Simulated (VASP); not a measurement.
# Si3N4 (P-43m) in VASP: notebook, part 2 of 2

VASP 6.6.1.

**3. Single point, PBE**

This run uses another cell than the first one, of 10.15 Å³/atom, 1.007 times its volume.

Input file INCAR:

```
PREC = Accurate ; ENCUT = 520
EDIFF = 1E-7 ; ISMEAR = 0
SIGMA = 0.1 ; LREAL = F
LASPH = T ; NELM = 60
ALGO = Normal ; ISIF = 2
LWAVE = F ; LCHARG = T
GGA = PE ; LELF = T
LVHAR = T ; NBANDS = 25
```

Input file KPOINTS:

```
Automatic mesh
0
Gamma
  4 4 4
```

Input file POSCAR:

```
Si3N4
1.0
    4.1414355800      0.0000000000      0.0000000000
    0.0000000000      4.1414355800      0.0000000000
    0.0000000000      0.0000000000      4.1414355800
Si N
3 4
Direct
    0.0000000000      0.0000000000      0.5000000000
    0.0000000000      0.5000000000      0.0000000000
    0.5000000000      0.0000000000      0.0000000000
    0.2500000000      0.2500000000      0.2500000000
    0.2500000000      0.7500000000      0.7500000000
    0.7500000000      0.2500000000      0.7500000000
    0.7500000000      0.7500000000      0.2500000000
```

Potentials or basis: VASP PAW PBE potentials, release 64 (Si, N).

Launch:

```
> cat potpaw_PBE.64/Si/POTCAR potpaw_PBE.64/N/POTCAR > POTCAR
> mpirun -np 1 vasp_std > vasp.out
```

OUTCAR:

```text
PREC = Accurate
   ENCUT = 520
   EDIFF = 1E-7
   ISMEAR = 0
   LREAL = F
   LASPH = T
   NELM = 60
   ISIF = 2
   GGA = PE

 ion  position               nearest neighbor table
   1  0.000  0.000  0.500-   4 1.79   5 1.79   6 1.79   7 1.79   2 2.93   3 2.93   2 2.93   3 2.93
                             2 2.93   2 2.93   3 2.93   3 2.93
   2  0.000  0.500  0.000-   4 1.79   5 1.79   6 1.79   7 1.79   1 2.93   3 2.93   1 2.93   1 2.93
                             3 2.93   1 2.93   3 2.93   3 2.93
   3  0.500  0.000  0.000-   4 1.79   5 1.79   6 1.79   7 1.79   1 2.93   2 2.93   1 2.93   2 2.93
                             1 2.93   2 2.93   1 2.93   2 2.93
   4  0.250  0.250  0.250-   1 1.79   2 1.79   3 1.79
[... 476 lines left out ...]
  Total       -3.1801115     -3.1801115     -3.1801115      0.0000000      0.0000000      0.0000000
  in kB      -71.7298966    -71.7298966    -71.7298966      0.0000000      0.0000000      0.0000000
  external PRESSURE =     -71.7298966 kB  Pullay stress =       0.0000000 kB

 VOLUME and BASIS-vectors are now :
 -----------------------------------------------------------------------------
  energy-cutoff  :      520.00
  volume of cell :       71.03
      direct lattice vectors                 reciprocal lattice vectors
     4.141435580  0.000000000  0.000000000     0.241462165  0.000000000  0.000000000
     0.000000000  4.141435580  0.000000000     0.000000000  0.241462165  0.000000000
     0.000000000  0.000000000  4.141435580     0.000000000  0.000000000  0.241462165

 POSITION                                       TOTAL-FORCE (eV/Angst)
 -----------------------------------------------------------------------------------
      0.00000      0.00000      2.07072         0.000000     -0.000000     -0.000000
      0.00000      2.07072      0.00000        -0.000000     -0.000000     -0.000000
      2.07072      0.00000      0.00000        -0.000000     -0.000000     -0.000000
      1.03536      1.03536      1.03536        -0.873331     -0.873331     -0.873331
      1.03536      3.10608      3.10608        -0.873331      0.873331      0.873331
      3.10608      1.03536      3.10608         0.873331     -0.873331      0.873331
      3.10608      3.10608      1.03536         0.873331      0.873331     -0.873331
 -----------------------------------------------------------------------------------
    total drift:                                0.000000      0.000000      0.000000

  FREE ENERGIE OF THE ION-ELECTRON SYSTEM (eV)
  ---------------------------------------------------
  free  energy   TOTEN  =       -55.3047073372 eV

  energy  without entropy=      -55.3047073372  energy(sigma->0) =      -55.30470734
```

OSZICAR:

```text
N       E                     dE             d eps       ncg     rms          rms(c)
DAV:   1     0.115049384096E+03    0.11505E+03   -0.15603E+04   500   0.117E+03
DAV:   2    -0.539744130026E+02   -0.16902E+03   -0.16053E+03   650   0.250E+02
DAV:   3    -0.623216473790E+02   -0.83472E+01   -0.82963E+01   660   0.558E+01
DAV:   4    -0.624085903143E+02   -0.86943E-01   -0.86874E-01   600   0.634E+00
DAV:   5    -0.624099161664E+02   -0.13259E-02   -0.13250E-02   680   0.735E-01    0.187E+01
DAV:   6    -0.552793033058E+02    0.71306E+01   -0.21734E+01   644   0.260E+01    0.859E+00
DAV:   7    -0.553327395029E+02   -0.53436E-01   -0.17189E+00   612   0.711E+00    0.411E+00
DAV:   8    -0.553058884816E+02    0.26851E-01   -0.72348E-02   622   0.188E+00    0.135E+00
DAV:   9    -0.553042528287E+02    0.16357E-02   -0.15449E-02   629   0.863E-01    0.249E-01
DAV:  10    -0.553046211588E+02   -0.36833E-03   -0.15099E-03   615   0.222E-01    0.119E-01
DAV:  11    -0.553047143112E+02   -0.93152E-04   -0.42006E-04   628   0.136E-01    0.283E-02
DAV:  12    -0.553047068748E+02    0.74364E-05   -0.22593E-05   652   0.359E-02    0.124E-02
DAV:  13    -0.553047073379E+02   -0.46309E-06   -0.70806E-06   630   0.150E-02    0.353E-03
DAV:  14    -0.553047073372E+02    0.71168E-09   -0.37685E-07   647   0.383E-03
   1 F= -.55304707E+02 E0= -.55304707E+02  d E =-.201178E-12
```

stdout:

```text
POSCAR found type information on POSCAR SiN
 POSCAR found :  2 types and       7 ions
 scaLAPACK will be used
 LDA part: xc-table for (Slater+PW92), standard interpolation
 POSCAR, INCAR and KPOINTS ok, starting setup
 FFT: planning ... GRIDC
 FFT: planning ... GRID_SOFT
 FFT: planning ... GRID
 WAVECAR not read
 entering main loop
```

Run time: 14 s. Hardware: 1 thread of Intel Xeon Platinum 8488C (Sapphire Rapids), shared host; peak memory 0.17 GiB.

Results:

```
Free energy            : -55.3047 eV
Pressure               : -7.2 GPa
Band gap on the k mesh : 2.44 eV, indirect (least direct gap 2.66 eV)
```

**4. Single point, PBE**

Input file INCAR:

```
PREC     = Accurate       # precision mode
ENCUT    = 520            # plane-wave cutoff, eV
EDIFF    = 1E-6           # SCF threshold, eV
ISMEAR   = 0              # smearing method
SIGMA    = 0.02           # smearing width, eV
LREAL    = F              # projectors in reciprocal space
LASPH    = T              # aspherical terms in the spheres
NELM     = 60             # most SCF steps
ALGO     = Normal         # electronic algorithm
ISIF     = 2              # what is computed and relaxed
LWAVE    = F              # write WAVECAR
LCHARG   = F              # write CHGCAR
GGA      = PE             # functional
NBANDS   = 25             # bands
```

Input file KPOINTS:

```
regular mesh
0
Gamma
  6 6 6
```

Input file POSCAR:

```
Si3N4
1.0
    4.1309211519      0.0000000000      0.0000000000
    0.0000000000      4.1309211519      0.0000000000
    0.0000000000      0.0000000000      4.1309211519
Si N
3 4
Direct
    0.0000000000      0.0000000000      0.5000000000
    0.0000000000      0.5000000000      0.0000000000
    0.5000000000      0.0000000000      0.0000000000
    0.2395266645      0.2395266645      0.2395266645
    0.2395266645      0.7604733355      0.7604733355
    0.7604733355      0.2395266645      0.7604733355
    0.7604733355      0.7604733355      0.2395266645
```

Launch:

```
> cat potpaw_PBE.64/Si/POTCAR potpaw_PBE.64/N/POTCAR > POTCAR
> mpirun -np 1 vasp_std > vasp.out
```

It took 17 s on 1 thread of Intel Xeon Platinum 8488C (Sapphire Rapids), shared host; peak memory 0.17 GiB.

Results (log left out):

```
Free energy            : -55.5521 eV
Pressure               : -0.3 GPa
Largest force          : 0.018 eV/Å
Band gap on the k mesh : 2.72 eV, indirect (least direct gap 2.92 eV)
```

Forces in eV/Å, atoms in the order of the input:
```
Si   0.000  0.000  0.000
Si   0.000  0.000  0.000
Si   0.000  0.000  0.000
N   -0.011 -0.011 -0.011
N   -0.011  0.011  0.011
N    0.011 -0.011  0.011
N    0.011  0.011 -0.011
```

Levels at points of the mesh, in eV from the valence-band top:
```tsv
k point	band 14	band 15	band 16	band 17	band 18	band 19
(0.00, 0.00, 0.00)	-0.20	-0.20	-0.20	2.72	2.72	2.72
(0.50, 0.00, 0.00)	-2.27	-0.54	-0.54	4.86	5.74	5.74
(0.50, 0.50, 0.00)	-1.78	-0.25	-0.25	6.27	6.27	7.90
(0.50, 0.50, 0.50)	0.00	0.00	0.00	5.71	5.71	5.71
```

**5. Relaxation of cell and atoms, PBE**

This run uses another cell than the first one, of 10.15 Å³/atom, 1.007 times its volume.

Input file INCAR:

```
ALGO = Normal ; EDIFF = 1E-7
EDIFFG = -0.04 ; ENCUT = 600
GGA = PE ; IBRION = 2
ISIF = 3 ; ISMEAR = 0
LASPH = True ; LCHARG = False
LREAL = False ; LWAVE = False
NELM = 60 ; NSW = 90
PREC = Accurate ; SIGMA = 0.1
```

Input file KPOINTS:

```
k-points
0
Gamma
  4 4 4
```

Input file POSCAR:

```
Si3N4
1.0
    4.1414355800      0.0000000000      0.0000000000
    0.0000000000      4.1414355800      0.0000000000
    0.0000000000      0.0000000000      4.1414355800
Si N
3 4
Direct
    0.0000000000      0.0000000000      0.5000000000
    0.0000000000      0.5000000000      0.0000000000
    0.5000000000      0.0000000000      0.0000000000
    0.2500000000      0.2500000000      0.2500000000
    0.2500000000      0.7500000000      0.7500000000
    0.7500000000      0.2500000000      0.7500000000
    0.7500000000      0.7500000000      0.2500000000
```

Launch:

```
> cat potpaw_PBE.64/Si/POTCAR potpaw_PBE.64/N/POTCAR > POTCAR
> mpirun -np 1 vasp_std > vasp.out
```

Run time: 66 s. Hardware: 1 thread of Intel Xeon Platinum 8488C (Sapphire Rapids), shared host; peak memory 0.2 GiB.

The run converged. Its results:

```yaml
Free_energy: -55.5586 eV
Relaxed_volume: 10.06 Å³/atom
Relaxed_cell: a = 4.129 Å, b = 4.129 Å, c = 4.129 Å, α = 90.00°, β = 90.00°, γ = 90.00°
Space_group_after_relaxing_to_0.05_Å: P-43m (No. 215)
Energy_gained_by_relaxing: 35.3 meV/atom
Ionic_steps: 5
Pressure_after_relaxing: 0.0 GPa
Band_gap_on_the_k_mesh: 2.72 eV, indirect (least direct gap 2.92 eV)
```

Step by step:
| step | energy change (eV) | largest force (eV/Å) | pressure (GPa) | volume (Å³) |
| --- | --- | --- | --- | --- |
| 1 | 0.0000 | 1.5110 | -7.30 | 71.03 |
| 2 | -0.0635 | 0.5026 | 15.63 | 66.39 |
| 3 | -0.1882 | 0.4625 | 4.37 | 68.40 |
| 4 | -0.2462 | 0.0535 | 0.46 | 70.17 |
| 5 | -0.2469 | 0.0017 | -0.01 | 70.40 |

Final structure:
```yaml
crystal:
  lattice:
    - [4.12903, 0.00000, 0.00000]
    - [0.00000, 4.12903, 0.00000]
    - [0.00000, 0.00000, 4.12903]
  atoms:
    - { symbol: Si, position: [0.00000, 0.00000, 0.50000] }
    - { symbol: Si, position: [0.00000, 0.50000, 0.00000] }
    - { symbol: Si, position: [0.50000, 0.00000, 0.00000] }
    - { symbol: N, position: [0.23950, 0.23950, 0.23950] }
    - { symbol: N, position: [0.23950, 0.76050, 0.76050] }
    - { symbol: N, position: [0.76050, 0.23950, 0.76050] }
    - { symbol: N, position: [0.76050, 0.76050, 0.23950] }
```

Levels at points of the mesh, in eV from the valence-band top:
```
           k point  band 14  band 15  band 16  band 17  band 18  band 19
(0.00, 0.00, 0.00)    -0.20    -0.20    -0.20     2.72     2.72     2.72
(0.50, 0.00, 0.00)    -2.27    -0.54    -0.54     4.87     5.74     5.74
(0.50, 0.50, 0.00)    -1.78    -0.25    -0.25     6.28     6.28     7.91
(0.50, 0.50, 0.50)     0.00     0.00     0.00     5.73     5.73     5.73
```

A k mesh can miss the band edges.

**6. Relaxation of cell and atoms, PBE**

Input file INCAR:

```
PREC = Accurate
ENCUT = 600
EDIFF = 1E-6
ISMEAR = 0
SIGMA = 0.02
LREAL = False
LASPH = True
NELM = 60
ALGO = Normal
ISIF = 3
LWAVE = False
LCHARG = False
GGA = PE
IBRION = 2
NSW = 100
EDIFFG = -0.01
```

Input file KPOINTS:

```
Automatic mesh
0
Gamma
  6 6 6
```

Input file POSCAR:

```
Si3N4
1.0
    4.1318986109      0.0000000000      0.0000000000
    0.0000000000      4.1318986109      0.0000000000
    0.0000000000      0.0000000000      4.1318986109
Si N
3 4
Direct
    0.0000000000      0.0000000000      0.5000000000
    0.0000000000      0.5000000000      0.0000000000
    0.5000000000      0.0000000000      0.0000000000
    0.2394986760      0.2394986760      0.2394986760
    0.2394986760      0.7605013240      0.7605013240
    0.7605013240      0.2394986760      0.7605013240
    0.7605013240      0.7605013240      0.2394986760
```

Potentials or basis: VASP PAW PBE potentials, release 64 (Si, N).

Launch:

```
> cat potpaw_PBE.64/Si/POTCAR potpaw_PBE.64/N/POTCAR > POTCAR
> mpirun -np 1 vasp_std > vasp.out
```

Wall time 49 s (1 thread of Intel Xeon Platinum 8488C (Sapphire Rapids), shared host); peak memory 0.2 GiB.

The run converged. Its results:

```
Free energy                            : -55.5585 eV
Relaxed volume                         : 10.06 Å³/atom
Relaxed cell                           : a = 4.129 Å, b = 4.129 Å, c = 4.129 Å, α = 90.00°, β = 90.00°, γ = 90.00°
Space group after relaxing (to 0.05 Å) : P-43m (No. 215)
Energy gained by relaxing              : 0.0 meV/atom
Ionic steps                            : 3
Pressure after relaxing                : 0.0 GPa
Largest force after relaxing           : 0.006 eV/Å
Band gap on the k mesh                 : 2.72 eV, indirect (least direct gap 2.92 eV)
```

Forces on the atoms (eV/Å):
```
Si   0.000  0.000  0.000
Si   0.000  0.000  0.000
Si   0.000  0.000  0.000
N    0.003  0.003  0.003
N    0.003 -0.003 -0.003
N   -0.003  0.003 -0.003
N   -0.003 -0.003  0.003
```

The path:
```csv
step,energy change (eV),largest force (eV/Å),pressure (GPa),volume (Å³)
1,0.0000,0.0189,-0.53,70.54
2,0.0002,0.0407,0.71,70.21
3,-0.0002,0.0057,-0.01,70.40
```

Final structure:
```xyz
7
Lattice="4.1292 0.0000 0.0000 0.0000 4.1292 0.0000 0.0000 0.0000 4.1292" Properties=species:S:1:pos:R:3 pbc="T T T"
Si    0.0000    0.0000    2.0646
Si    0.0000    2.0646    0.0000
Si    2.0646    0.0000    0.0000
N     0.9887    0.9887    0.9887
N     0.9887    3.1405    3.1405
N     3.1405    0.9887    3.1405
N     3.1405    3.1405    0.9887
```

Levels at points of the mesh, in eV from the valence-band top:
```
           k point  band 14  band 15  band 16  band 17  band 18  band 19
(0.00, 0.00, 0.00)    -0.20    -0.20    -0.20     2.72     2.72     2.72
(0.50, 0.00, 0.00)    -2.27    -0.54    -0.54     4.87     5.74     5.74
(0.50, 0.50, 0.00)    -1.78    -0.25    -0.25     6.28     6.28     7.91
(0.50, 0.50, 0.50)     0.00     0.00     0.00     5.72     5.72     5.72
```

A k mesh can miss the band edges. As with any semilocal functional, this PBE gap is likely too small.

**7. Overview**

| task | cell | k mesh | cutoff (eV) | smearing | gap on the mesh (eV) | pressure (GPa) | relaxed volume (Å³/atom) | largest force (eV/Å) |
| --- | --- | --- | --- | --- | --- | --- | --- | --- |
| single point | a = 4.132 Å, 7 atoms | 4 × 4 × 4 | 520 | gaussian 0.1 eV | 2.72 | -0.4 | - | 0.02 |
| single point | a = 4.141 Å, 7 atoms | 4 × 4 × 4 | 520 | gaussian 0.1 eV | 2.44 | -7.2 | - | - |
| single point | a = 4.131 Å, 7 atoms | 6 × 6 × 6 | 520 | gaussian 0.02 eV | 2.72 | -0.3 | - | 0.02 |
| relaxation of cell and atoms | relaxed from a = 4.141 Å, 7 atoms | 4 × 4 × 4 | 600 | gaussian 0.1 eV | 2.72 | 0.0 | 10.06 | - |
| relaxation of cell and atoms | relaxed from a = 4.132 Å, 7 atoms | 6 × 6 × 6 | 600 | gaussian 0.02 eV | 2.72 | 0.0 | 10.06 | 0.01 |

Alike in all rows: level PBE; potentials or basis VASP PAW PBE potentials, release 64 (Si, N); no spin polarisation.

Total energies depend on the potentials used, so only differences within one code and one set of settings carry meaning.
